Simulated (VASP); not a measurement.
# Be27H in VASP: a series of runs, part 2 of 2

VASP 6.6.1.

## Step 3: Single point, PBE

The input, INCAR:

```
  PREC = Accurate
  ENCUT = 520
  EDIFF = 1E-7
  ISMEAR = -1
  SIGMA = 0.15
  LREAL = Auto
  LASPH = True
  NELM = 100
  ALGO = Normal
  ISIF = 2
  LWAVE = False
  LCHARG = True
  GGA = PE
  LELF = True
  LVHAR = True
  NBANDS = 48
```

The input, KPOINTS:

```
regular mesh
0
Gamma
  2 2 1
```

The input, POSCAR:

```
Be27H
1.0
    6.8700000000      0.0000000000      0.0000000000
    3.4350000000      5.9495950000      0.0000000000
    0.0000000000      0.0000000000     14.5884300000
Be H
27 1
Direct
    0.0000000000      0.0000000000      0.0685474722
    0.3333333333      0.0000000000      0.0685474722
    0.6666666667      0.0000000000      0.0685474722
   -0.0000001401      0.3333336135      0.0685474722
    0.3333331933      0.3333336135      0.0685474722
    0.6666665266      0.3333336135      0.0685474722
   -0.0000002801      0.6666672269      0.0685474722
    0.3333330532      0.6666672269      0.0685474722
    0.6666663865      0.6666672269      0.0685474722
   -0.0973183319      0.1619437962      0.1997130603
    0.1990161668      0.2441510725      0.1868878282
    0.5503292842      0.2131405583      0.2039972773
   -0.1124260891      0.5894518871      0.1982598539
    0.2868027160      0.5281704049      0.1908018889
    0.5876938563      0.5255147619      0.2038876013
   -0.1244289474      0.8883629894      0.1888757049
    0.1958094888      0.8718744721      0.2033666406
    0.5197976893      0.9116418849      0.1940373296
   -0.0250718365     -0.0101183358      0.3477824550
    0.2974314975      0.0240016337      0.3184784106
    0.6704444521     -0.0270606655      0.3157639307
   -0.0312881937      0.3359388328      0.3099442503
    0.3052869337      0.3473009507      0.3118635796
    0.6432213329      0.3527130838      0.3254839623
    0.0114694269      0.6724323252      0.3103623899
    0.3242967574      0.6721633994      0.3285823080
    0.6006887196      0.7095104793      0.3177586622
    0.8458974857      0.2813636895      0.3894593181
```

Potentials or basis: VASP PAW PBE potentials, release 64 (Be, H).

Started as:

```sh
$ cat potpaw_PBE.64/Be/POTCAR potpaw_PBE.64/H/POTCAR > POTCAR
$ mpirun -np 1 vasp_std > vasp.out
```

OUTCAR:

```text
PREC = Accurate
   ENCUT = 520
   EDIFF = 1E-7
   ISMEAR = -1
   LREAL = Auto
   LASPH = True
   NELM = 100
   ISIF = 2
   GGA = PE

 ion  position               nearest neighbor table
   1  0.000  0.000  0.069-  10 2.15  16 2.25   7 2.29   8 2.29   2 2.29   3 2.29   4 2.29   6 2.29
                            17 2.30
   2  0.333  0.000  0.069-  18 2.14  11 2.26   8 2.29   9 2.29   1 2.29   3 2.29   4 2.29   5 2.29

   3  0.667  0.000  0.069-  16 2.15   7 2.29   9 2.29   1 2.29   2 2.29   6 2.29   5 2.29  18 2.31
                            12 2.35
   4  1.000  0.333  0.069-  11 2.09   6 2.29   5 2.29   9 2.29   7 2.29   2 2.29   1 2.29
   5  0.333  0.333  0.069-  14 2.16  11 2.18   6 2.29   4 2.29   8 2.29   7 2.29   3 2.29   2 2.29
                            12 2.36
   6  0.667  0.333  0.069-  15 2.28   5 2.29   4 2.29   9 2.29   8 2.29   3 2.29   1 2.29
   7  1.000  0.667  0.069-  16 2.20  13 2.21   1 2.29   3 2.29   8 2.29   9 2.29   5 2.29   4 2.29
[... 16 lines left out ...]
  16  0.876  0.888  0.189-  10 1.99  13 2.02   3 2.15  17 2.16  25 2.20   7 2.20  21 2.22  12 2.24
                             1 2.25  18 2.37
  17  0.196  0.872  0.203-  10 2.00  14 2.13  16 2.16  26 2.19  20 2.26   1 2.30   8 2.33  18 2.38

  18  0.520  0.912  0.194-   2 2.14  27 2.17  12 2.19  21 2.20  20 2.25  11 2.25   3 2.31   9 2.35
                            16 2.37  17 2.38  13 2.39
  19  0.975  0.990  0.348-  25 2.14  21 2.20  26 2.32  20 2.38
  20  0.297  0.024  0.318-  27 2.12  22 2.21  18 2.25  23 2.25  17 2.26  11 2.33  26 2.33  19 2.38

  21  0.670  0.973  0.316-  27 2.09  12 2.17  18 2.20  19 2.20  25 2.22  16 2.22
  22  0.969  0.336  0.310-  28 1.59  10 2.18  24 2.19  20 2.21  13 2.24  11 2.26  23 2.35
  23  0.305  0.347  0.312-  14 2.13  25 2.13  12 2.15  11 2.21  20 2.25  26 2.31  24 2.35  22 2.35

  24  0.643  0.353  0.325-  28 1.54  15 2.06  22 2.19  26 2.19  12 2.25  27 2.32  23 2.35
  25  0.011  0.672  0.310-  13 2.05  23 2.13  19 2.14  26 2.16  16 2.20  21 2.22
  26  0.324  0.672  0.329-  27 2.05  25 2.16  17 2.19  24 2.19  14 2.31  23 2.31  19 2.32  20 2.33

  27  0.601  0.710  0.318-  26 2.05  21 2.09  15 2.12  20 2.12  18 2.17  24 2.32
  28  0.846  0.281  0.389-  24 1.54  22 1.59

  LATTYP: Found a hexagonal cell.
 ALAT       =     6.8700004122
 C/A-ratio  =     2.1234976892

  Lattice vectors:

 A1 = (  -3.4350000000,  -5.9495950000,   0.0000000000)
 A2 = (   6.8700000000,   0.0000000000,   0.0000000000)
 A3 = (   0.0000000000,   0.0000000000,  14.5884300000)

Analysis of symmetry for initial positions (statically):
=====================================================================
 Subroutine PRICEL returns:
 Original cell was already a primitive cell.

 Routine SETGRP: Setting up the symmetry group for a
 hexagonal supercell.

 Subroutine GETGRP returns: Found  1 space group operations
 (whereof  1 operations were pure point group operations)
 out of a pool of 24 trial point group operations.

The static configuration has the point symmetry C_1 .

Analysis of symmetry for dynamics (positions and initial velocities):
=====================================================================
 Subroutine PRICEL returns:
 Original cell was already a primitive cell.

 Routine SETGRP: Setting up the symmetry group for a
 hexagonal supercell.

 Subroutine GETGRP returns: Found  1 space group operations
 (whereof  1 operations were pure point group operations)
[... 111 lines left out ...]
  0.000000  0.000000  0.000000      1.000000
  0.500000 -0.000000  0.000000      1.000000
  0.500000  0.500000  0.000000      1.000000
  0.000000  0.500000  0.000000      1.000000
   k-points           NKPTS =      4   k-points in BZ     NKDIM =      4   number of bands    NBANDS=     48
   number of dos      NEDOS =    301   number of ions     NIONS =     28
   total plane-waves  NPLWV = 314928
   dimension x,y,z NGX =    54 NGY =   54 NGZ =  108
   dimension x,y,z NGXF=   108 NGYF=  108 NGZF=  216
   ions per type =              27   1
   NGX,Y,Z   is equivalent  to a cutoff of  13.07, 13.07, 12.31 a.u.
   NGXF,Y,Z  is equivalent  to a cutoff of  26.13, 26.13, 24.61 a.u.
 SYSTEM =  unknown system
   PREC   = accura    normal or accurate (medium, high low for compatibility)
   ISTART =      0    job   : 0-new  1-cont  2-samecut
   ICHARG =      2    charge: 1-file 2-atom 10-const
   ISPIN  =      1    spin polarized calculation?
   LNONCOLLINEAR =      F non collinear calculations
   LSORBIT =      F    spin-orbit coupling
   LASPH  =      T    aspherical Exc in radial PAW
   ENCUT  =  520.0 eV  38.22 Ry    6.18 a.u.  12.77 12.77 27.12*2*pi/ulx,y,z
   NELM   =    100;   NELMIN=  2; NELMDL= -5     # of ELM steps
   EDIFF  = 0.1E-06   stopping-criterion for ELM
   LREAL  =      T    real-space projection
   EDIFFG = 0.1E-05   stopping-criterion for IOM
   NSW    =      0    number of steps for IOM
   IBRION =     -1    ionic relax: 0-MD 1-quasi-New 2-CG
   NFREE  =      0    steps in history (QN), initial steepest desc. (CG)
   ISIF   =      2    stress and relaxation
   ISYM   =      2    0-nonsym 1-usesym 2-fastsym
   POTIM  = 0.5000    time-step for ionic-motion
   TEBEG  =    0.0;   TEEND  =   0.0 temperature during run
   PSTRESS=    0.0 pullay stress
   NELECT =      55.0000    total number of electrons
   NUPDOWN=      -1.0000    fix difference up-down
   EMIN   =  10.00;   EMAX   =-10.00  energy-range for DOS
   EFERMI =   0.00;   METHOD = LEGACY
   ISMEAR =    -1;   SIGMA  =   0.15  broadening in eV -4-tet -1-fermi 0-gaus
   EFERMI_NEDOS =   21; number of points for ismear=-14 and -15
   IALGO  =     38    algorithm
   IMIX   =      4    mixing-type and parameters
     AMIX     =   0.40;   BMIX     =  1.00
     AMIX_MAG =   1.60;   BMIX_MAG =  1.00
  volume/ion in A,a.u.               =      21.30       143.71
  Fermi-wavevector in a.u.,A,eV,Ry     =   0.739682  1.397796  7.444141  0.547129
  Thomas-Fermi vector in A             =   1.833903
   LORBIT       =      0    0 simple, 1 ext, 2 COOP (PROOUT), +10 PAW based schemes
   GGA     = PE    functional components
   LHFCALC =     F    Hartree Fock is set to
   AEXX    =    0.0000 exact exchange contribution
   IVDW    =     0    specifies the selected vdW correction
   LEPSILON=     F    determine dielectric tensor
   LRPA    =     F    only Hartree local field effects (RPA)
 non-spin polarized calculation
  energy-cutoff  :      520.00
  volume of cell :      596.28
 maximum number of plane-waves:     16058
 NGX is ok and might be reduce to    54
   NGX = 25   NGY = 25   NGZ = 55

 number of electron      55.0000000 magnetization

 Free energy of the ion-electron system (eV)
  ---------------------------------------------------
  ext. energy  EPLUGINS =         0.00000000
  ---------------------------------------------------
  free energy    TOTEN  =       -94.12794483 eV

  energy without entropy =      -93.62030889  energy(sigma->0) =      -93.87412686

 E-fermi :  -0.6331     XC(G=0):  -5.2870

 val. band max:       -0.6659041429   @ k =   0.5000  -0.0000   0.0000
 cond. band min:      -0.6309303425   @ k =   0.5000   0.5000   0.0000
 fundamental gap:      0.0349738004
 Fermi energy:        -0.6331189753

 k-point     1 :       0.0000    0.0000    0.0000
  band No.  band energies     occupation
      1     -10.3666      2.00000
      2      -8.5786      2.00000
      3      -7.5832      2.00000
      4      -7.3798      2.00000
      5      -7.2159      2.00000
      6      -7.1759      2.00000
[... 157 lines left out ...]
     38       2.8518      0.00000
     39       3.1246      0.00000
 [bands above 39 left out]

------------------------ aborting loop because EDIFF is reached ----------------------------------------

  FORCE on cell =-STRESS in cart. coord.  units (eV):
  Direction    XX          YY          ZZ          XY          YZ          ZX
  --------------------------------------------------------------------------------------
  -------------------------------------------------------------------------------------
  Total      -18.1438049    -10.9644146     -0.8850775      3.4473845     -1.9496066      3.7556421
  in kB      -48.7513057    -29.4607185     -2.3781497      9.2629134     -5.2384748     10.0911831
  external PRESSURE =     -26.8633913 kB  Pullay stress =       0.0000000 kB

 VOLUME and BASIS-vectors are now :
 -----------------------------------------------------------------------------
  energy-cutoff  :      520.00
  volume of cell :      596.28
      direct lattice vectors                 reciprocal lattice vectors
     6.870000000  0.000000000  0.000000000     0.145560408 -0.084039334  0.000000000
     3.435000000  5.949595000  0.000000000     0.000000000  0.168078668  0.000000000
     0.000000000  0.000000000 14.588430000     0.000000000  0.000000000  0.068547472

 POSITION                                       TOTAL-FORCE (eV/Angst)
 -----------------------------------------------------------------------------------
      0.00000      0.00000      1.00000         0.004644     -0.153241      0.355158
      2.29000      0.00000      1.00000        -0.316443      0.101034     -0.221147
      4.58000      0.00000      1.00000        -0.331305      0.114505     -0.019215
      8.01500      1.98320      1.00000        -0.568319      0.305934     -0.148410
      3.43500      1.98320      1.00000        -0.023939     -0.236590     -0.425237
      5.72500      1.98320      1.00000        -0.243775     -0.050786      0.198032
[... 20 lines left out ...]
      6.56390      4.22130      4.63560         0.701022     -0.893643     -0.175317
      6.77780      1.67400      5.68160         0.002749     -0.342208     -0.343904
 -----------------------------------------------------------------------------------
    total drift:                               -0.000372      0.001114      0.001423

  FREE ENERGIE OF THE ION-ELECTRON SYSTEM (eV)
  ---------------------------------------------------
  free  energy   TOTEN  =       -94.1279448279 eV

  energy  without entropy=      -93.6203088914  energy(sigma->0) =      -93.87412686
```

Run time: 3.7 min. Hardware: 1 thread of Intel Xeon 6975P-C (Granite Rapids), shared host; peak memory 0.62 GiB.

Results:

```
Free energy   : -94.1279 eV
Largest force : 1.900 eV/Å
```

Forces on the atoms (eV/Å):
```
Be   0.005 -0.153  0.355
Be  -0.316  0.101 -0.221
Be  -0.331  0.115 -0.019
Be  -0.568  0.306 -0.148
Be  -0.024 -0.237 -0.425
Be  -0.244 -0.051  0.198
Be   0.348 -0.345  0.013
Be   0.326  0.068 -0.119
Be  -0.070  0.079  0.271
Be  -0.005  1.886 -0.230
Be   0.419 -0.403  0.850
Be   0.282 -0.322 -0.486
Be  -1.572 -0.648  0.024
Be  -1.723  0.662  0.426
Be   0.888  0.660 -0.582
Be   0.282  0.303  0.140
Be   0.829 -0.097 -0.343
Be   0.419 -0.786  0.223
Be   0.407  0.576 -0.829
Be   0.321 -0.251 -0.216
Be  -0.063  0.507  0.055
Be   0.258  0.253  0.411
Be  -0.127 -0.279  0.432
Be  -0.075 -0.545  0.318
Be   0.184  0.144  0.488
Be  -0.554 -0.305 -0.068
Be   0.701 -0.894 -0.175
H    0.003 -0.342 -0.344
```

Caveat: the k points lie up to 0.53 Å⁻¹ apart.

## Step 4: Single point, PBE

The input, INCAR:

```
  ALGO = Normal
  EDIFF = 1E-7
  ENCUT = 520
  GGA = PE
  ISIF = 2
  ISMEAR = -1
  LASPH = T
  LCHARG = T
  LELF = T
  LREAL = Auto
  LVHAR = T
  LWAVE = F
  NBANDS = 48
  NELM = 80
  PREC = Accurate
  SIGMA = 0.15
```

The input, KPOINTS:

```
k-points
0
Gamma
  2 2 1
```

The input, POSCAR:

```
Be27H
1.0
    6.8700000000      0.0000000000      0.0000000000
    3.4350000000      5.9495950000      0.0000000000
    0.0000000000      0.0000000000     14.5884300000
Be H
27 1
Direct
    0.0000000000      0.0000000000      0.0685474722
    0.3333333333      0.0000000000      0.0685474722
    0.6666666667      0.0000000000      0.0685474722
   -0.0000001401      0.3333336135      0.0685474722
    0.3333331933      0.3333336135      0.0685474722
    0.6666665266      0.3333336135      0.0685474722
   -0.0000002801      0.6666672269      0.0685474722
    0.3333330532      0.6666672269      0.0685474722
    0.6666663865      0.6666672269      0.0685474722
   -0.1166848719      0.1884498020      0.1939070894
    0.2011688443      0.2485211178      0.2001860378
    0.5665678466      0.2066022981      0.2024138307
   -0.0971530637      0.5899393152      0.2008235293
    0.2560673389      0.5365407225      0.1921659836
    0.5605166512      0.5208589828      0.1942429720
   -0.1300233281      0.9075575732      0.1924607377
    0.2016979617      0.8764294040      0.1987739599
    0.5280070206      0.8654706749      0.1893623920
   -0.0409158033      0.0103032223      0.3467336787
    0.2893048734      0.0297163084      0.3149345063
    0.6776536336     -0.0059331770      0.3224198903
   -0.0281678799      0.3503095589      0.3122954286
    0.3063704399      0.3225429630      0.3162780368
    0.6210853563      0.3410316164      0.3323729832
   -0.0164841959      0.6902318561      0.3117401941
    0.3418839905      0.6520107671      0.3351971391
    0.6076768486      0.6971062736      0.3203566114
    0.8723109937      0.2362513751      0.3718151988
```

Started as:

```sh
$ cat potpaw_PBE.64/Be/POTCAR potpaw_PBE.64/H/POTCAR > POTCAR
$ mpirun -np 1 vasp_std > vasp.out
```

Run time: 3.5 min. Hardware: 1 thread of Intel Xeon 6975P-C (Granite Rapids), shared host; peak memory 0.62 GiB.

The run converged. Its results:

```yaml
Free_energy: -93.7043 eV
Largest_force: 2.323 eV/Å
```

Forces in eV/Å, atoms in the order of the input:
```
Be  -0.039 -0.221  0.151
Be  -0.269  0.443 -0.130
Be  -0.410 -0.047  0.011
Be  -0.146  0.159  0.124
Be  -0.103 -0.256 -0.165
Be  -0.249 -0.196  0.004
Be   0.186 -0.015 -0.151
Be   0.182  0.063  0.033
Be   0.114 -0.326  0.025
Be   0.764  1.146 -0.126
Be  -0.125 -0.969 -0.967
Be  -1.078  0.653 -0.489
Be  -2.094 -0.730 -0.689
Be  -1.405  0.375  0.696
Be   1.383  0.753  0.466
Be   0.343 -1.014 -0.049
Be   0.249  0.177  0.223
Be   0.827  0.718  0.731
Be   0.828 -0.990 -1.121
Be   0.294 -1.067  0.055
Be  -1.745 -0.110 -0.162
Be  -0.060 -0.089  0.202
Be   0.975  0.922  0.567
Be   0.931 -0.194 -0.236
Be   1.016 -0.238  1.164
Be  -1.373  0.879 -0.501
Be   1.083 -0.639 -0.175
H   -0.078  0.813  0.509
```

Levels at points of the mesh, in eV from the Fermi level:
| k point | band 24 | band 25 | band 26 | band 27 | band 28 | band 29 | band 30 | band 31 | band 32 | band 33 |
| --- | --- | --- | --- | --- | --- | --- | --- | --- | --- | --- |
| (0.00, 0.00, 0.00) | -0.44 | -0.27 | -0.20 | 0.09 | 0.62 | 0.75 | 0.81 | 1.09 | 1.44 | 1.56 |
| (0.50, 0.00, 0.00) | -1.27 | -1.10 | -0.65 | -0.43 | -0.13 | 0.01 | 0.75 | 0.87 | 2.15 | 2.64 |
| (0.50, 0.50, 0.00) | -1.29 | -0.94 | -0.60 | -0.36 | -0.05 | 0.03 | 0.61 | 0.93 | 2.07 | 2.43 |
| (0.00, 0.50, 0.00) | -1.28 | -1.07 | -0.45 | -0.36 | -0.11 | 0.07 | 0.63 | 0.95 | 2.42 | 2.72 |

Caveat: the k points lie up to 0.53 Å⁻¹ apart.

## Step 5: Single point, PBE

The input, INCAR:

```
PREC = Accurate
ENCUT = 520
EDIFF = 1E-7
ISMEAR = -1
SIGMA = 0.15
LREAL = Auto
LASPH = True
NELM = 100
ALGO = Normal
ISIF = 2
LWAVE = False
LCHARG = False
GGA = PE
NBANDS = 48
```

The input, KPOINTS:

```
regular mesh
0
Gamma
  2 2 1
```

The input, POSCAR:

```
Be27H
1.0
    6.8700000000      0.0000000000      0.0000000000
    3.4350000000      5.9495950000      0.0000000000
    0.0000000000      0.0000000000     14.5884300000
Be H
27 1
Direct
    0.0000000000      0.0000000000      0.0685474722
    0.3333333333      0.0000000000      0.0685474722
    0.6666666667      0.0000000000      0.0685474722
   -0.0000001401      0.3333336135      0.0685474722
    0.3333331933      0.3333336135      0.0685474722
    0.6666665266      0.3333336135      0.0685474722
   -0.0000002801      0.6666672269      0.0685474722
    0.3333330532      0.6666672269      0.0685474722
    0.6666663865      0.6666672269      0.0685474722
   -0.1181588594      0.2139305280      0.1930639555
    0.2229208239      0.1692384103      0.1959292398
    0.5252191212      0.2279314811      0.1925018662
   -0.1488355355      0.5267249283      0.2158080068
    0.1904850894      0.5622903744      0.1864696887
    0.5710022762      0.5595675000      0.2011114287
   -0.0909604363      0.8498393588      0.1913091402
    0.2023718908      0.8934221573      0.2072601370
    0.5442908017      0.8683616280      0.2100774381
   -0.0266093806      0.0070761119      0.3435393665
    0.3167227369     -0.0093115582      0.3342306197
    0.6014162233      0.0080845839      0.3434365453
   -0.0036867689      0.2955831447      0.3368285689
    0.2941625712      0.3735380307      0.3031443411
    0.6667689244      0.3425611323      0.3094301443
   -0.0070298892      0.6701296475      0.3364721221
    0.2828731957      0.6748358502      0.3107736748
    0.6292597207      0.6739114175      0.3490985665
    0.8344325008      0.2446721163      0.3838726991
```

Started as:

```sh
$ cat potpaw_PBE.64/Be/POTCAR potpaw_PBE.64/H/POTCAR > POTCAR
$ mpirun -np 1 vasp_std > vasp.out
```

Wall time 3.4 min (1 thread of Intel Xeon 6975P-C (Granite Rapids), shared host); peak memory 0.62 GiB.

Results (log left out):

```
Free energy   : -92.9928 eV
Largest force : 2.914 eV/Å
```

Forces in eV/Å, atoms in the order of the input:
```
Be   0.057 -0.086  0.429
Be   0.060 -0.493 -0.071
Be  -0.166 -0.037  0.179
Be  -0.038  0.143  0.257
Be  -0.427 -0.081 -0.323
Be  -0.207  0.085  0.053
Be  -0.435 -0.215 -0.642
Be   0.048 -0.008  0.045
Be  -0.029  0.091  0.319
Be  -0.604 -0.791 -0.196
Be   0.934  2.143  0.436
Be   0.684 -0.141  0.669
Be   2.775  0.799  0.238
Be   0.377 -1.168  0.554
Be  -2.877 -0.171 -0.426
Be  -0.614  1.740  0.715
Be  -0.224 -0.024 -0.949
Be   0.179  0.127 -0.298
Be  -0.345 -0.699 -0.706
Be  -0.520 -0.063 -0.287
Be   1.555 -0.093 -0.662
Be   0.765  1.105 -0.552
Be  -0.409 -1.694  1.035
Be  -1.056 -0.153  0.548
Be  -1.113  0.151 -0.382
Be   1.093 -0.375  0.818
Be   0.381  0.140 -1.103
H    0.157 -0.231  0.304
```

Levels at points of the mesh, in eV from the Fermi level:
| k point | band 25 | band 26 | band 27 | band 28 | band 29 | band 30 |
| --- | --- | --- | --- | --- | --- | --- |
| (0.00, 0.00, 0.00) | -0.34 | -0.22 | 0.23 | 0.62 | 0.75 | 0.83 |
| (0.50, 0.00, 0.00) | -1.24 | -0.73 | -0.34 | -0.08 | 0.07 | 0.43 |
| (0.50, 0.50, 0.00) | -1.06 | -0.54 | -0.40 | -0.34 | -0.10 | 0.51 |
| (0.00, 0.50, 0.00) | -1.23 | -0.55 | -0.40 | 0.05 | 0.22 | 0.37 |

Caveat: the k points lie up to 0.53 Å⁻¹ apart.
